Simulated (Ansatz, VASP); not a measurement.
## Sb2S: VASP beside Ansatz

INCAR

```
ALGO     = Normal         # electronic algorithm
EDIFF    = 1E-7           # SCF threshold, eV
EDIFFG   = -0.01          # ionic threshold
ENCUT    = 600            # plane-wave cutoff, eV
GGA      = PE             # functional
IBRION   = 2              # ionic algorithm
ISIF     = 3              # what is computed and relaxed
ISMEAR   = 0              # smearing method
LASPH    = True           # aspherical terms in the spheres
LCHARG   = False          # write CHGCAR
LREAL    = False          # projectors in reciprocal space
LWAVE    = False          # write WAVECAR
NELM     = 60             # most SCF steps
NSW      = 100            # ionic steps
PREC     = Accurate       # precision mode
SIGMA    = 0.1            # smearing width, eV
```

Contents of KPOINTS:

```
k-points
0
Gamma
  12 12 12
```

The input POSCAR:

```
Sb2S
1.0
   -2.5838133825      2.5838133825      3.0512212261
    2.5838133825     -2.5838133825      3.0512212261
    2.5838133825      2.5838133825     -3.0512212261
Sb S
2 1
Direct
    0.2500000000      0.7500000000      0.5000000000
    0.7500000000      0.2500000000      0.5000000000
    0.0000000000      0.0000000000      0.0000000000
```

Input for Ansatz:

```yaml
crystal:
  lattice:
    - [-2.5838133825, 2.5838133825, 3.0512212261]
    - [2.5838133825, -2.5838133825, 3.0512212261]
    - [2.5838133825, 2.5838133825, -3.0512212261]
  atoms:
    - { symbol: Sb, position: [0.25, 0.75, 0.5] }
    - { symbol: Sb, position: [0.75, 0.25, 0.5] }
    - { symbol: S, position: [0.0, 0.0, 0.0] }
basis:
  ecutwfc: 420
kpoints:
  mp_grid: { grid: [12, 12, 12] }
hamiltonian:
  xc: pbe
scf:
  occupations: { method: gaussian, width: 0.1 }
output:
  forces: true
  stress: true
  eigenvalues: true
relax:
  adjacent_minimum: "off"
  f_tol: 0.01
  max_steps: 80
  cell: { stress_tol: 0.05 }
```

Change from the starting cell: species swapped into the HfH2 type (I4/mmm, No. 139).

Alike in both runs: task relaxation of cell and atoms; functional PBE; k mesh 12 × 12 × 12; occupations gaussian, width 0.1 eV; no spin polarisation.

|  | VASP | Ansatz |
| --- | --- | --- |
| version | VASP 6.6.1 | Ansatz 0.2.0 |
| potentials or method | VASP PAW PBE potentials, release 64 (Sb, S), cutoff 600 eV | scalar-relativistic, plane waves, PAW |
| valence electrons in the cell | 16 | 36 |

```tsv
	VASP	Ansatz	Ansatz less VASP
gap on the k mesh at the Fermi level, each at its own relaxed structure (eV)	none	none	-
relaxed volume (Å³/atom)	27.01	27.10	+0.095
relaxed cell length with the largest relative difference (Å)	4.747	4.752	+0.0052
```

A gap of «none» marks a metal or a gap that the smearing closes. VASP's potentials hold 16 valence electrons a cell and Ansatz's 36, so a difference there can come from the potentials and not from the codes.

Neither program's run includes spin-orbit coupling.
